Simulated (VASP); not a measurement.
# Mo (Pm-3m) in VASP: a series of runs

The runs below take Mo through single point, relaxation of cell and atoms, with PBE.

Everything below comes from runs of VASP 6.6.1. Logs are shortened: lines on timing, memory, paths and dates and some standing lists are left out, and cuts for length are marked.

## Step 1: The cell of the first run

Symmetry: Pm-3m, No. 221, cubic system. The conventional cell has a = 2.360 Å, b = 2.360 Å, c = 2.360 Å, α = 90.00°, β = 90.00°, γ = 90.00°. Within 3.1 Å of Mo (site symmetry m-3m) lie 6 Mo at 2.36 Å.

This isn't the form of Mo at room conditions, which is bcc.

## Step 2: Single point, PBE

Contents of INCAR:

```
SYSTEM = Mo
PREC     = Accurate       ! precision mode
ENCUT    = 500            ! plane-wave cutoff, eV
EDIFF    = 1E-6           ! SCF threshold, eV
ISMEAR   = -1             ! smearing method
SIGMA    = 0.08           ! smearing width, eV
LREAL    = .FALSE.        ! projectors in reciprocal space
LASPH    = .TRUE.         ! aspherical terms in the spheres
NELM     = 120            ! most SCF steps
ALGO     = Normal         ! electronic algorithm
ISIF     = 2              ! what is computed and relaxed
LWAVE    = .FALSE.        ! write WAVECAR
LCHARG   = .TRUE.         ! write CHGCAR
GGA      = PE             ! functional
LELF     = .TRUE.         ! ELF
LVHAR    = .TRUE.       
NBANDS   = 13             ! bands
GGA_COMPAT= .FALSE.
```

Contents of KPOINTS:

```
Automatic mesh
0
G
  16 16 16
  0 0 0
```

Contents of POSCAR:

```
Mo
1.0
    2.3602734651      0.0000000000      0.0000000000
    0.0000000000      2.3602734651      0.0000000000
    0.0000000000      0.0000000000      2.3602734651
Mo
1
Direct
    0.0000000000      0.0000000000      0.0000000000
```

Potentials or basis: VASP PAW PBE potentials, release 64 (Mo_sv).

The run is started by

```sh
$ cat potpaw_PBE.64/Mo_sv/POTCAR > POTCAR
$ mpirun -np 1 vasp_std > vasp.out
```

OUTCAR:

```text
SYSTEM = Mo
   PREC = Accurate
   ENCUT = 500
   EDIFF = 1E-6
   ISMEAR = -1
   LREAL = .FALSE.
   LASPH = .TRUE.
   NELM = 120
   ISIF = 2
   GGA = PE

 ion  position               nearest neighbor table
   1  0.000  0.000  0.000-

  LATTYP: Found a simple cubic cell.
 ALAT       =     2.3602734651

  Lattice vectors:

 A1 = (   2.3602734651,   0.0000000000,   0.0000000000)
 A2 = (   0.0000000000,   2.3602734651,   0.0000000000)
 A3 = (   0.0000000000,   0.0000000000,   2.3602734651)

Analysis of symmetry for initial positions (statically):
=====================================================================
 Subroutine PRICEL returns:
 Original cell was already a primitive cell.

 Routine SETGRP: Setting up the symmetry group for a
 simple cubic supercell.

 Subroutine GETGRP returns: Found 48 space group operations
 (whereof 48 operations were pure point group operations)
 out of a pool of 48 trial point group operations.

The static configuration has the point symmetry O_h .

Analysis of symmetry for dynamics (positions and initial velocities):
=====================================================================
 Subroutine PRICEL returns:
 Original cell was already a primitive cell.

 Routine SETGRP: Setting up the symmetry group for a
 simple cubic supercell.

 Subroutine GETGRP returns: Found 48 space group operations
 (whereof 48 operations were pure point group operations)
 out of a pool of 48 trial point group operations.

The dynamic configuration has the point symmetry O_h .

 Subroutine INISYM returns: Found 48 space group operations
 (whereof 48 operations are pure point group operations),
 and found     1 'primitive' translations

----------------------------------------------------------------------------------------

                                     Primitive cell

  volume of cell :      13.1488

  direct lattice vectors                    reciprocal lattice vectors
     2.360273465  0.000000000  0.000000000     0.423679720  0.000000000  0.000000000
     0.000000000  2.360273465  0.000000000     0.000000000  0.423679720  0.000000000
     0.000000000  0.000000000  2.360273465     0.000000000  0.000000000  0.423679720

  length of vectors
     2.360273465  2.360273465  2.360273465     0.423679720  0.423679720  0.423679720

  position of ions in fractional coordinates (direct lattice)
     0.000000000  0.000000000  0.000000000

  ion indices of the primitive-cell ions
   primitive index   ion index
                 1           1

----------------------------------------------------------------------------------------

 KPOINTS: Automatic mesh

Automatic generation of k-mesh.
 Grid dimensions read from file:
 generate k-points for:   16   16   16

 Generating k-lattice:

  Cartesian coordinates                     Fractional coordinates (reciprocal lattice)
     0.026479982  0.000000000  0.000000000     0.062500000  0.000000000  0.000000000
     0.000000000  0.026479982  0.000000000     0.000000000  0.062500000  0.000000000
     0.000000000  0.000000000  0.026479982     0.000000000  0.000000000  0.062500000

  Length of vectors
     0.026479982  0.026479982  0.026479982

  Shift w.r.t. Gamma in fractional coordinates (k-lattice)
     0.000000000  0.000000000  0.000000000

 Subroutine IBZKPT returns following result:
 ===========================================

 Found    165 irreducible k-points:

 Following reciprocal coordinates:
            Coordinates               Weight
  0.000000  0.000000  0.000000      1.000000
  0.062500  0.000000  0.000000      6.000000
  0.125000  0.000000  0.000000      6.000000
  0.187500  0.000000  0.000000      6.000000
  0.250000  0.000000  0.000000      6.000000
  0.312500  0.000000  0.000000      6.000000
[... 16 lines left out ...]
  0.437500  0.125000  0.000000     24.000000
  0.500000  0.125000  0.000000     12.000000
 [... further k-points ...]
   k-points           NKPTS =    165   k-points in BZ     NKDIM =    165   number of bands    NBANDS=     13
   number of dos      NEDOS =    301   number of ions     NIONS =      1
   total plane-waves  NPLWV =   5832
   dimension x,y,z NGX =    18 NGY =   18 NGZ =   18
   dimension x,y,z NGXF=    36 NGYF=   36 NGZF=   36
   ions per type =               1
   NGX,Y,Z   is equivalent  to a cutoff of  12.68, 12.68, 12.68 a.u.
   NGXF,Y,Z  is equivalent  to a cutoff of  25.36, 25.36, 25.36 a.u.
 SYSTEM =  Mo
   PREC   = accura    normal or accurate (medium, high low for compatibility)
   ISTART =      0    job   : 0-new  1-cont  2-samecut
   ICHARG =      2    charge: 1-file 2-atom 10-const
   ISPIN  =      1    spin polarized calculation?
   LNONCOLLINEAR =      F non collinear calculations
   LSORBIT =      F    spin-orbit coupling
   LASPH  =      T    aspherical Exc in radial PAW
   ENCUT  =  500.0 eV  36.75 Ry    6.06 a.u.   4.30  4.30  4.30*2*pi/ulx,y,z
   NELM   =    120;   NELMIN=  2; NELMDL= -5     # of ELM steps
   EDIFF  = 0.1E-05   stopping-criterion for ELM
   LREAL  =      F    real-space projection
   EDIFFG = 0.1E-04   stopping-criterion for IOM
   NSW    =      0    number of steps for IOM
   IBRION =     -1    ionic relax: 0-MD 1-quasi-New 2-CG
   NFREE  =      0    steps in history (QN), initial steepest desc. (CG)
   ISIF   =      2    stress and relaxation
   ISYM   =      2    0-nonsym 1-usesym 2-fastsym
   POTIM  = 0.5000    time-step for ionic-motion
   TEBEG  =    0.0;   TEEND  =   0.0 temperature during run
   PSTRESS=    0.0 pullay stress
   NELECT =      14.0000    total number of electrons
   NUPDOWN=      -1.0000    fix difference up-down
   EMIN   =  10.00;   EMAX   =-10.00  energy-range for DOS
   EFERMI =   0.00;   METHOD = LEGACY
   ISMEAR =    -1;   SIGMA  =   0.08  broadening in eV -4-tet -1-fermi 0-gaus
   EFERMI_NEDOS =   21; number of points for ismear=-14 and -15
   IALGO  =     38    algorithm
   IMIX   =      4    mixing-type and parameters
     AMIX     =   0.40;   BMIX     =  1.00
     AMIX_MAG =   1.60;   BMIX_MAG =  1.00
  volume/ion in A,a.u.               =      13.15        88.73
  Fermi-wavevector in a.u.,A,eV,Ry     =   1.671688  3.159032 38.022029  2.794540
  Thomas-Fermi vector in A             =   2.756966
   LORBIT       =      0    0 simple, 1 ext, 2 COOP (PROOUT), +10 PAW based schemes
   GGA     = PE    functional components
   LHFCALC =     F    Hartree Fock is set to
   AEXX    =    0.0000 exact exchange contribution
   IVDW    =     0    specifies the selected vdW correction
   LEPSILON=     F    determine dielectric tensor
   LRPA    =     F    only Hartree local field effects (RPA)
 non-spin polarized calculation
  energy-cutoff  :      500.00
  volume of cell :       13.15
 maximum number of plane-waves:       356
 NGX is ok and might be reduce to    18
   NGX =  9   NGY =  9   NGZ =  9

 number of electron      14.0000001 magnetization

 Free energy of the ion-electron system (eV)
  ---------------------------------------------------
  ext. energy  EPLUGINS =         0.00000000
  ---------------------------------------------------
  free energy    TOTEN  =        -8.66673464 eV

  energy without entropy =       -8.64746168  energy(sigma->0) =       -8.65709816

 E-fermi :  15.4088     XC(G=0): -14.2394

 val. band max:       15.4057488105   @ k =   0.4375   0.4375   0.1875
 cond. band min:      15.4103119459   @ k =   0.5000   0.3125   0.1875
 fundamental gap:      0.0045631353
 Fermi energy:        15.4087886325

 k-point     1 :       0.0000    0.0000    0.0000
  band No.  band energies     occupation
      1     -46.1152      2.00000
      2     -18.3736      2.00000
      3     -18.3736      2.00000
      4     -18.3736      2.00000
      5       8.1602      2.00000
      6       9.4363      2.00000
      7       9.4363      2.00000
      8      21.0616      0.00000
      9      21.0616      0.00000
     10      21.0616      0.00000
     11      33.6008      0.00000
     12      33.6008      0.00000
     13      33.6008      0.00000

 k-point     2 :       0.0625    0.0000    0.0000
  band No.  band energies     occupation
      1     -46.0953      2.00000
      2     -18.5168      2.00000
      3     -18.3614      2.00000
      4     -18.3614      2.00000
      5       8.3182      2.00000
      6       9.4796      2.00000
      7       9.6663      2.00000
      8      20.7779      0.00000
      9      20.7779      0.00000
     10      21.0811      0.00000
     11      32.8808      0.00000
     12      33.9494      0.00000
     13      33.9494      0.00000

 k-point     3 :       0.1250    0.0000    0.0000
  band No.  band energies     occupation
      1     -46.0384      2.00000
      2     -18.9141      2.00000
      3     -18.3265      2.00000
      4     -18.3265      2.00000
      5       8.6919      2.00000
      6       9.6050      2.00000
      7      10.4053      2.00000
      8      20.0439      0.00000
      9      20.0439      0.00000
     10      21.1372      0.00000
     11      31.2971      0.00000
     12      34.8588      0.00000
     13      34.8588      0.00000
[... 305 lines left out ...]
 k-point    23 :       0.4375    0.1250    0.0000
  band No.  band energies     occupation
      1     -45.5128      2.00000
      2     -21.4588      2.00000
      3     -18.5596      2.00000
      4     -18.0132      2.00000
      5      11.0950      2.00000
      6      12.2036      2.00000
      7      13.2585      2.00000
      8      16.3475      0.00002
      9      18.5818      0.00000
     10      20.7161      0.00000
     11      27.9910      0.00000
     12      31.5148      0.00000
     13      36.9790      0.00000

 k-point    24 :       0.5000    0.1250    0.0000
  band No.  band energies     occupation
      1     -45.4907      2.00000
      2     -21.5684      2.00000
      3     -18.5452      2.00000
      4     -18.0005      2.00000
      5      11.1756      2.00000
      6      12.5927      2.00000
      7      12.8711      2.00000
      8      16.2094      0.00009
      9      18.7495      0.00000
     10      20.7425      0.00000
     11      28.3166      0.00000
     12      31.2728      0.00000
     13      37.2648      0.00000

 [... further k-points ...]
[... 5 lines left out ...]
  --------------------------------------------------------------------------------------
  -------------------------------------------------------------------------------------
  Total        8.3896314      8.3896314      8.3896314     -0.0000000     -0.0000000      0.0000000
  in kB     1022.2720561   1022.2720561   1022.2720561     -0.0000000     -0.0000000      0.0000000
  external PRESSURE =    1022.2720561 kB  Pullay stress =       0.0000000 kB

 VOLUME and BASIS-vectors are now :
 -----------------------------------------------------------------------------
  energy-cutoff  :      500.00
  volume of cell :       13.15
      direct lattice vectors                 reciprocal lattice vectors
     2.360273465  0.000000000  0.000000000     0.423679720  0.000000000  0.000000000
     0.000000000  2.360273465  0.000000000     0.000000000  0.423679720  0.000000000
     0.000000000  0.000000000  2.360273465     0.000000000  0.000000000  0.423679720

 POSITION                                       TOTAL-FORCE (eV/Angst)
 -----------------------------------------------------------------------------------
      0.00000      0.00000      0.00000         0.000000      0.000000      0.000000
 -----------------------------------------------------------------------------------
    total drift:                                0.000000      0.000000      0.000000

  FREE ENERGIE OF THE ION-ELECTRON SYSTEM (eV)
  ---------------------------------------------------
  free  energy   TOTEN  =        -8.6667346367 eV

  energy  without entropy=       -8.6474616776  energy(sigma->0) =       -8.65709816
```

Run time: 18 s. Hardware: 1 thread of Intel Xeon 8259CL, shared host; peak memory 0.14 GiB.

What came out:

```yaml
Free_energy: -8.6667 eV
Pressure: 102.2 GPa
Band_gap_on_the_k_mesh: zero (bands 7 and 8 overlap by 3.00 eV)
```

Levels at points of the mesh, in eV from the Fermi level:
```
           k point  band 4  band 5  band 6  band 7  band 8  band 9  band 10  band 11
(0.00, 0.00, 0.00)  -33.78   -7.25   -5.97   -5.97    5.65    5.65     5.65    18.19
(0.50, 0.00, 0.00)  -33.45   -4.67   -3.87    0.53    0.66    0.66     6.19    13.13
(0.50, 0.50, 0.00)  -33.15   -7.92   -2.75    1.71    1.71    7.74     7.74     9.05
(0.50, 0.50, 0.50)  -36.04   -5.67   -5.67   -5.67    6.83    9.42     9.42    17.79
```

Caveat: the cell stands under pressure.

## Step 3: Single point, PBE

Contents of INCAR:

```
ALGO     = Normal         # electronic algorithm
EDIFF    = 1E-6           # SCF threshold, eV
ENCUT    = 500            # plane-wave cutoff, eV
GGA      = PE             # functional
GGA_COMPAT= False        
ISIF     = 2              # what is computed and relaxed
ISMEAR   = -1             # smearing method
LASPH    = True           # aspherical terms in the spheres
LCHARG   = False          # write CHGCAR
LREAL    = False          # projectors in reciprocal space
LWAVE    = False          # write WAVECAR
NBANDS   = 13             # bands
NELM     = 120            # most SCF steps
PREC     = Accurate       # precision mode
SIGMA    = 0.08           # smearing width, eV
```

Contents of KPOINTS:

```
k-points
0
Gamma
  16 16 16
```

POSCAR is that of step 2.

Potentials or basis: VASP PAW PBE potentials, release 64 (Mo_sv).

The run is started by

```sh
$ cat potpaw_PBE.64/Mo_sv/POTCAR > POTCAR
$ mpirun -np 1 vasp_std > vasp.out
```

It took 19 s on 1 thread of Intel Xeon 8259CL, shared host; peak memory 0.14 GiB.

Results (log left out):

```yaml
Free_energy: -8.6667 eV
Pressure: 102.2 GPa
Band_gap_on_the_k_mesh: zero (bands 7 and 8 overlap by 3.00 eV)
```

Levels at points of the mesh, in eV from the Fermi level:
```tsv
k point	band 4	band 5	band 6	band 7	band 8	band 9	band 10	band 11
(0.00, 0.00, 0.00)	-33.78	-7.25	-5.97	-5.97	5.65	5.65	5.65	18.19
(0.50, 0.00, 0.00)	-33.45	-4.67	-3.87	0.53	0.66	0.66	6.19	13.13
(0.50, 0.50, 0.00)	-33.15	-7.92	-2.75	1.71	1.71	7.74	7.74	9.05
(0.50, 0.50, 0.50)	-36.04	-5.67	-5.67	-5.67	6.83	9.42	9.42	17.79
```

Caveat: the cell stands under pressure.

[end of part 1 of 2]
